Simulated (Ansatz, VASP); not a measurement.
## Two plane-wave programs on Ba

INCAR

```
PREC = Accurate
ENCUT = 520
EDIFF = 1E-6
ISMEAR = 0
SIGMA = 0.15
LREAL = False
LASPH = True
NELM = 100
ALGO = Fast
ISIF = 2
LWAVE = False
LCHARG = True
GGA = PS
LELF = True
LVHAR = True
NBANDS = 11
```

KPOINTS

```
regular mesh
0
Gamma
  14 14 14
```

File POSCAR:

```
Ba
1.0
   -2.5750000000      2.5000000000      2.5000000000
    2.5750000000     -2.5000000000      2.5000000000
    2.5750000000      2.5000000000     -2.5000000000
Ba
1
Direct
    0.0000000000      0.0000000000      0.0000000000
```

Input for Ansatz:

```yaml
crystal:
  lattice:
    - [-2.575, 2.5, 2.5]
    - [2.575, -2.5, 2.5]
    - [2.575, 2.5, -2.5]
  atoms:
    - { symbol: Ba, position: [0.0, 0.0, 0.0] }
basis:
  ecutwfc: 420
kpoints:
  mp_grid: { grid: [14, 14, 14] }
hamiltonian:
  xc: pbesol
scf:
  occupations: { method: gaussian, width: 0.15 }
output:
  forces: true
  stress: true
  eigenvalues: true
```

Change from the starting cell: strain +0.0300 x Voigt [1, 0, 0, 0, 0, 0], atoms carried along.

Alike in both runs: task single point; functional PBEsol; k mesh 14 × 14 × 14; occupations gaussian, width 0.15 eV; no spin polarisation.

```csv
,VASP,Ansatz
version,VASP 6.6.1,Ansatz 0.2.0
potentials or method,"VASP PAW PBE potentials, release 64 (Ba_sv), cutoff 520 eV","scalar-relativistic, plane waves, PAW"
valence electrons in the cell,10,10
```

|  | VASP | Ansatz | Ansatz less VASP |
| --- | --- | --- | --- |
| gap on the k mesh at the Fermi level (eV) | none | none | - |
| pressure (GPa) | -0.8 | -0.8 | -0.05 |
| traceless stress, the component that is largest in VASP (GPa) | -0.07 | -0.07 | +0.001 |

VASP's potentials were made for PBE, not for PBEsol. A gap of «none» marks a metal or a gap that the smearing closes.

Spin-orbit coupling is off throughout.
